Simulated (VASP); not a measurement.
# GaAs (F-43m) in VASP: further runs

Aim: see how the results for GaAs move with the level of theory and the settings. Levels: PBE, PBE+D3(BJ). Tasks: single point.

Everything below comes from runs of VASP 6.6.1. Logs are shortened: lines on timing, memory, paths and dates and some standing lists are left out, and cuts for length are marked.

## Step 1: The cell of the first run

The structure is cubic, space group F-43m (No. 216). The conventional cell has a = 5.750 Å, b = 5.750 Å, c = 5.750 Å, α = 90.00°, β = 90.00°, γ = 90.00°. Within 3.3 Å of Ga (site symmetry -43m) lie 4 As at 2.49 Å. As (site symmetry -43m) has 4 Ga at 2.49 Å within 3.3 Å.

## Step 2: Single point, PBE

INCAR

```
SYSTEM = GaAs
PREC     = Accurate       ! precision mode
ENCUT    = 500            ! plane-wave cutoff, eV
EDIFF    = 1E-6           ! SCF threshold, eV
ISMEAR   = 0              ! smearing method
SIGMA    = 0.1            ! smearing width, eV
LREAL    = .False.        ! projectors in reciprocal space
LASPH    = .True.         ! aspherical terms in the spheres
NELM     = 120            ! most SCF steps
ALGO     = Normal         ! electronic algorithm
ISIF     = 2              ! what is computed and relaxed
LWAVE    = .False.        ! write WAVECAR
LCHARG   = .False.        ! write CHGCAR
GGA      = PE             ! functional
ISYM     = 0            
NBANDS   = 16             ! bands
GGA_COMPAT= .False.
```

KPOINTS

```
Automatic mesh
0
Gamma
  2 2 2
  0.25 0.25 0.25
```

POSCAR

```
GaAs
1.0
    0.0000000000      2.8750910496      2.8750910496
    2.8750910496      0.0000000000      2.8750910496
    2.8750910496      2.8750910496      0.0000000000
Ga As
1 1
Direct
    0.6160000000      0.5820000000      0.7630000000
    0.8660000000      0.8320000000      1.0130000000
```

Potentials or basis: VASP PAW PBE potentials, release 64 (Ga_d, As).

Run with:

```bash
> cat potpaw_PBE.64/Ga_d/POTCAR potpaw_PBE.64/As/POTCAR > POTCAR
> mpirun -np 1 vasp_std > vasp.out
```

OUTCAR:

```text
SYSTEM = GaAs
   PREC = Accurate
   ENCUT = 500
   EDIFF = 1E-6
   ISMEAR = 0
   LREAL = .False.
   LASPH = .True.
   NELM = 120
   ISIF = 2
   GGA = PE
   ISYM = 0

 ion  position               nearest neighbor table
   1  0.616  0.582  0.763-   2 2.49   2 2.49   2 2.49   2 2.49
   2  0.866  0.832  0.013-   1 2.49   1 2.49   1 2.49   1 2.49

IMPORTANT INFORMATION: All symmetrisations will be switched off!
NOSYMM: (Re-)initialisation of all symmetry stuff for point group C_1.

----------------------------------------------------------------------------------------

                                     Primitive cell

  volume of cell :      47.5319

  direct lattice vectors                    reciprocal lattice vectors
     0.000000000  2.875091050  2.875091050    -0.173907536  0.173907536  0.173907536
     2.875091050  0.000000000  2.875091050     0.173907536 -0.173907536  0.173907536
     2.875091050  2.875091050  0.000000000     0.173907536  0.173907536 -0.173907536

  length of vectors
     4.065992755  4.065992755  4.065992755     0.301216688  0.301216688  0.301216688

  position of ions in fractional coordinates (direct lattice)
     0.616000000  0.582000000  0.763000000
     0.866000000  0.832000000  0.013000000

  ion indices of the primitive-cell ions
   primitive index   ion index
                 1           1
                 2           2

----------------------------------------------------------------------------------------

 KPOINTS: Automatic mesh

Automatic generation of k-mesh.
 Grid dimensions read from file:
 generate k-points for:    2    2    2

 Generating k-lattice:

  Cartesian coordinates                     Fractional coordinates (reciprocal lattice)
    -0.086953768  0.086953768  0.086953768     0.500000000  0.000000000  0.000000000
     0.086953768 -0.086953768  0.086953768     0.000000000  0.500000000  0.000000000
     0.086953768  0.086953768 -0.086953768     0.000000000  0.000000000  0.500000000

  Length of vectors
     0.150608344  0.150608344  0.150608344

  Shift w.r.t. Gamma in fractional coordinates (k-lattice)
     0.250000000  0.250000000  0.250000000

 Subroutine IBZKPT returns following result:
 ===========================================

 Found     32 irreducible k-points:

 Following reciprocal coordinates:
            Coordinates               Weight
  0.125000  0.125000  0.125000      2.000000
  0.125000  0.000000  0.000000      2.000000
  0.000000  0.000000 -0.125000      2.000000
  0.000000  0.125000  0.000000      2.000000
 -0.375000  0.125000  0.125000      2.000000
  0.125000 -0.375000  0.125000      2.000000
[... 16 lines left out ...]
  0.500000  0.500000 -0.125000      2.000000
  0.000000  0.500000  0.375000      2.000000
 [... further k-points ...]
   k-points           NKPTS =     32   k-points in BZ     NKDIM =     32   number of bands    NBANDS=     16
   number of dos      NEDOS =    301   number of ions     NIONS =      2
   total plane-waves  NPLWV =  27000
   dimension x,y,z NGX =    30 NGY =   30 NGZ =   30
   dimension x,y,z NGXF=    60 NGYF=   60 NGZF=   60
   ions per type =               1   1
   NGX,Y,Z   is equivalent  to a cutoff of  12.27, 12.27, 12.27 a.u.
   NGXF,Y,Z  is equivalent  to a cutoff of  24.53, 24.53, 24.53 a.u.
 SYSTEM =  GaAs
   PREC   = accura    normal or accurate (medium, high low for compatibility)
   ISTART =      0    job   : 0-new  1-cont  2-samecut
   ICHARG =      2    charge: 1-file 2-atom 10-const
   ISPIN  =      1    spin polarized calculation?
   LNONCOLLINEAR =      F non collinear calculations
   LSORBIT =      F    spin-orbit coupling
   LASPH  =      T    aspherical Exc in radial PAW
   ENCUT  =  500.0 eV  36.75 Ry    6.06 a.u.   7.41  7.41  7.41*2*pi/ulx,y,z
   NELM   =    120;   NELMIN=  2; NELMDL= -5     # of ELM steps
   EDIFF  = 0.1E-05   stopping-criterion for ELM
   LREAL  =      F    real-space projection
   EDIFFG = 0.1E-04   stopping-criterion for IOM
   NSW    =      0    number of steps for IOM
   IBRION =     -1    ionic relax: 0-MD 1-quasi-New 2-CG
   NFREE  =      0    steps in history (QN), initial steepest desc. (CG)
   ISIF   =      2    stress and relaxation
   ISYM   =      0    0-nonsym 1-usesym 2-fastsym
   POTIM  = 0.5000    time-step for ionic-motion
   TEBEG  =    0.0;   TEEND  =   0.0 temperature during run
   PSTRESS=    0.0 pullay stress
   NELECT =      18.0000    total number of electrons
   NUPDOWN=      -1.0000    fix difference up-down
   EMIN   =  10.00;   EMAX   =-10.00  energy-range for DOS
   EFERMI =   0.00;   METHOD = LEGACY
   ISMEAR =     0;   SIGMA  =   0.10  broadening in eV -4-tet -1-fermi 0-gaus
   EFERMI_NEDOS =   21; number of points for ismear=-14 and -15
   IALGO  =     38    algorithm
   IMIX   =      4    mixing-type and parameters
     AMIX     =   0.40;   BMIX     =  1.00
     AMIX_MAG =   1.60;   BMIX_MAG =  1.00
  volume/ion in A,a.u.               =      23.77       160.38
  Fermi-wavevector in a.u.,A,eV,Ry     =   1.184415  2.238221 19.086796  1.402840
  Thomas-Fermi vector in A             =   2.320630
   LORBIT       =      0    0 simple, 1 ext, 2 COOP (PROOUT), +10 PAW based schemes
   GGA     = PE    functional components
   LHFCALC =     F    Hartree Fock is set to
   AEXX    =    0.0000 exact exchange contribution
   IVDW    =     0    specifies the selected vdW correction
   LEPSILON=     F    determine dielectric tensor
   LRPA    =     F    only Hartree local field effects (RPA)
 non-spin polarized calculation
 Gauss-broadening in eV      SIGMA  =   0.10
  energy-cutoff  :      500.00
  volume of cell :       47.53
 maximum number of plane-waves:      1218
 NGX is ok and might be reduce to    30
   NGX = 15   NGY = 15   NGZ = 15

 number of electron      17.9999997 magnetization

 Free energy of the ion-electron system (eV)
  ---------------------------------------------------
  ext. energy  EPLUGINS =         0.00000000
  ---------------------------------------------------
  free energy    TOTEN  =        -7.30622614 eV

  energy without entropy =       -7.30622614  energy(sigma->0) =       -7.30622614

 E-fermi :   3.8594     XC(G=0):  -9.2853

 val. band max:        3.3824765549   @ k =   0.0000   0.0000  -0.1250
 cond. band min:       4.5348837379   @ k =  -0.3750  -0.3750  -0.3750
 fundamental gap:      1.1524071830
 Fermi energy:         3.8594372626

 k-point     1 :       0.1250    0.1250    0.1250
  band No.  band energies     occupation
      1     -11.2463      2.00000
      2     -11.2337      2.00000
      3     -11.2337      2.00000
      4     -11.1725      2.00000
      5     -11.1725      2.00000
      6      -8.6024      2.00000
[... 8 lines left out ...]
     15      12.7196      0.00000
     16      12.7196      0.00000

 k-point     2 :       0.1250    0.0000    0.0000
  band No.  band energies     occupation
      1     -11.2463      2.00000
      2     -11.2337      2.00000
      3     -11.2337      2.00000
      4     -11.1725      2.00000
      5     -11.1725      2.00000
      6      -8.6024      2.00000
[... 8 lines left out ...]
     15      12.7196      0.00000
     16      12.7196      0.00000

 k-point     3 :       0.0000    0.0000   -0.1250
  band No.  band energies     occupation
      1     -11.2463      2.00000
      2     -11.2337      2.00000
      3     -11.2337      2.00000
      4     -11.1725      2.00000
      5     -11.1725      2.00000
      6      -8.6024      2.00000
[... 8 lines left out ...]
     15      12.7196      0.00000
     16      12.7196      0.00000

 k-point     4 :       0.0000    0.1250    0.0000
  band No.  band energies     occupation
      1     -11.2463      2.00000
      2     -11.2337      2.00000
      3     -11.2337      2.00000
      4     -11.1725      2.00000
      5     -11.1725      2.00000
      6      -8.6024      2.00000
[... 8 lines left out ...]
     15      12.7196      0.00000
     16      12.7196      0.00000

 k-point     5 :      -0.3750    0.1250    0.1250
  band No.  band energies     occupation
      1     -11.2985      2.00000
      2     -11.2190      2.00000
      3     -11.2168      2.00000
      4     -11.1726      2.00000
      5     -11.1683      2.00000
      6      -7.0700      2.00000
[... 8 lines left out ...]
     15      14.5944      0.00000
     16      15.1673      0.00000

 k-point     6 :       0.1250   -0.3750    0.1250
  band No.  band energies     occupation
      1     -11.2985      2.00000
      2     -11.2190      2.00000
      3     -11.2168      2.00000
      4     -11.1726      2.00000
      5     -11.1683      2.00000
      6      -7.0700      2.00000
[... 8 lines left out ...]
     15      14.5944      0.00000
     16      15.1673      0.00000

 k-point     7 :       0.1250    0.1250   -0.3750
  band No.  band energies     occupation
      1     -11.2985      2.00000
      2     -11.2190      2.00000
      3     -11.2168      2.00000
      4     -11.1726      2.00000
      5     -11.1683      2.00000
      6      -7.0700      2.00000
[... 8 lines left out ...]
     15      14.5944      0.00000
     16      15.1673      0.00000

 k-point     8 :       0.1250    0.0000    0.5000
  band No.  band energies     occupation
      1     -11.2985      2.00000
      2     -11.2190      2.00000
      3     -11.2168      2.00000
      4     -11.1726      2.00000
      5     -11.1683      2.00000
      6      -7.0700      2.00000
[... 8 lines left out ...]
     15      14.5944      0.00000
     16      15.1674      0.00000

 k-point     9 :      -0.3750    0.5000    0.5000
  band No.  band energies     occupation
      1     -11.2985      2.00000
      2     -11.2190      2.00000
      3     -11.2168      2.00000
      4     -11.1726      2.00000
      5     -11.1683      2.00000
      6      -7.0700      2.00000
[... 8 lines left out ...]
     15      14.5944      0.00000
     16      15.1673      0.00000
[... 172 lines left out ...]
 k-point    19 :      -0.3750    0.1250   -0.3750
  band No.  band energies     occupation
      1     -11.3188      2.00000
      2     -11.2016      2.00000
      3     -11.1992      2.00000
      4     -11.1887      2.00000
      5     -11.1633      2.00000
      6      -6.5933      2.00000
[... 8 lines left out ...]
     15      15.7778      0.00000
     16      16.0238      0.00000

 k-point    20 :      -0.3750    0.5000    0.0000
  band No.  band energies     occupation
      1     -11.3188      2.00000
      2     -11.2016      2.00000
      3     -11.1992      2.00000
      4     -11.1887      2.00000
      5     -11.1633      2.00000
      6      -6.5933      2.00000
[... 8 lines left out ...]
     15      15.7778      0.00000
     16      16.0238      0.00000

 k-point    21 :      -0.3750    0.0000    0.5000
  band No.  band energies     occupation
      1     -11.3188      2.00000
      2     -11.2016      2.00000
      3     -11.1992      2.00000
      4     -11.1887      2.00000
      5     -11.1633      2.00000
      6      -6.5933      2.00000
[... 8 lines left out ...]
     15      15.7778      0.00000
     16      16.0238      0.00000

 k-point    22 :       0.1250    0.5000    0.5000
  band No.  band energies     occupation
      1     -11.3188      2.00000
      2     -11.2016      2.00000
      3     -11.1992      2.00000
      4     -11.1887      2.00000
      5     -11.1633      2.00000
      6      -6.5934      2.00000
[... 8 lines left out ...]
     15      15.7778      0.00000
     16      16.0238      0.00000

 k-point    23 :       0.5000    0.5000   -0.1250
  band No.  band energies     occupation
      1     -11.3188      2.00000
      2     -11.2016      2.00000
      3     -11.1992      2.00000
      4     -11.1887      2.00000
      5     -11.1633      2.00000
      6      -6.5934      2.00000
[... 8 lines left out ...]
     15      15.7778      0.00000
     16      16.0238      0.00000

 k-point    24 :       0.0000    0.5000    0.3750
  band No.  band energies     occupation
      1     -11.3188      2.00000
      2     -11.2016      2.00000
      3     -11.1992      2.00000
      4     -11.1887      2.00000
      5     -11.1633      2.00000
      6      -6.5933      2.00000
[... 8 lines left out ...]
     15      15.7778      0.00000
     16      16.0238      0.00000

 [... further k-points ...]

------------------------ aborting loop because EDIFF is reached ----------------------------------------

  FORCE on cell =-STRESS in cart. coord.  units (eV):
  Direction    XX          YY          ZZ          XY          YZ          ZX
  --------------------------------------------------------------------------------------
  -------------------------------------------------------------------------------------
  Total        1.0101042      1.0101776      1.0103781     -0.0002725     -0.0000368     -0.0000821
  in kB       34.0480287     34.0505006     34.0572594     -0.0091859     -0.0012400     -0.0027675
  external PRESSURE =      34.0519296 kB  Pullay stress =       0.0000000 kB

 VOLUME and BASIS-vectors are now :
 -----------------------------------------------------------------------------
  energy-cutoff  :      500.00
  volume of cell :       47.53
      direct lattice vectors                 reciprocal lattice vectors
     0.000000000  2.875091050  2.875091050    -0.173907536  0.173907536  0.173907536
     2.875091050  0.000000000  2.875091050     0.173907536 -0.173907536  0.173907536
     2.875091050  2.875091050  0.000000000     0.173907536  0.173907536 -0.173907536

 POSITION                                       TOTAL-FORCE (eV/Angst)
 -----------------------------------------------------------------------------------
      3.86700      3.96475      3.44436        -0.000121     -0.000096     -0.000009
      2.42945      2.52721      4.88190         0.000121      0.000096      0.000009
 -----------------------------------------------------------------------------------
    total drift:                               -0.000353     -0.000277     -0.000059

  FREE ENERGIE OF THE ION-ELECTRON SYSTEM (eV)
  ---------------------------------------------------
  free  energy   TOTEN  =        -7.3062261386 eV

  energy  without entropy=       -7.3062261386  energy(sigma->0) =       -7.30622614
```

Wall time 13 s (1 thread of AMD EPYC 9R45 (Zen 5), shared host); peak memory 0.15 GiB.

What came out:

```
Free energy            : -7.3062 eV
Pressure               : 3.4 GPa
Band gap on the k mesh : 1.15 eV, indirect (least direct gap 1.54 eV)
```

Caveat: the k points lie up to 0.95 Å⁻¹ apart. Expect the measured gap to be larger: semilocal functionals such as PBE lack the derivative discontinuity.

## Step 3: Single point, PBE

This run uses another cell than the first one, of 16.66 Å³/atom, 0.701 times its volume.

INCAR

```
PREC = Accurate
ENCUT = 500
EDIFF = 1E-6
ISMEAR = 0
SIGMA = 0.01
LREAL = False
LASPH = True
NELM = 120
ALGO = Normal
ISIF = 2
LWAVE = False
LCHARG = True
GGA = PE
LELF = True
LVHAR = True
NBANDS = 16
GGA_COMPAT = False
```

KPOINTS

```
regular mesh
0
Gamma
  4 4 4
```

POSCAR

```
GaAs
1.0
    0.0000000000      2.5540198913      2.5540198913
    2.5540198913      0.0000000000      2.5540198913
    2.5540198913      2.5540198913      0.0000000000
Ga As
1 1
Direct
    0.0000000000      0.0000000000      0.0000000000
    0.2500000000      0.2500000000      0.2500000000
```

Potentials or basis: VASP PAW PBE potentials, release 64 (Ga_d, As).

Run with:

```bash
> cat potpaw_PBE.64/Ga_d/POTCAR potpaw_PBE.64/As/POTCAR > POTCAR
> mpirun -np 1 vasp_std > vasp.out
```

Wall time 4.6 s (1 thread of AMD EPYC 9R45 (Zen 5), shared host); peak memory 0.12 GiB.

The run converged. Its results:

| Property | Result |
| --- | --- |
| Free energy | -6.4969 eV |
| Pressure | 49.6 GPa |
| Band gap on the k mesh | 0.68 eV, indirect (least direct gap 3.00 eV) |

Levels at points of the mesh, in eV from the valence-band top:
| k point | band 5 | band 6 | band 7 | band 8 | band 9 | band 10 | band 11 | band 12 | band 13 | band 14 |
| --- | --- | --- | --- | --- | --- | --- | --- | --- | --- | --- |
| (0.00, 0.00, 0.00) | -15.61 | -15.42 | 0.00 | 0.00 | 0.00 | 3.00 | 3.64 | 3.64 | 3.64 | 8.55 |
| (0.50, 0.00, 0.00) | -15.60 | -12.48 | -8.77 | -1.71 | -1.71 | 1.92 | 4.53 | 4.53 | 7.72 | 12.88 |
| (0.50, 0.50, 0.00) | -15.58 | -11.32 | -8.58 | -4.00 | -4.00 | 0.68 | 1.21 | 12.73 | 12.73 | 14.20 |

Caveat: the k points lie up to 0.53 Å⁻¹ apart. PBE gaps usually lie below the measured ones, often by a third to a half.

(Continued in part 2 of 2.)
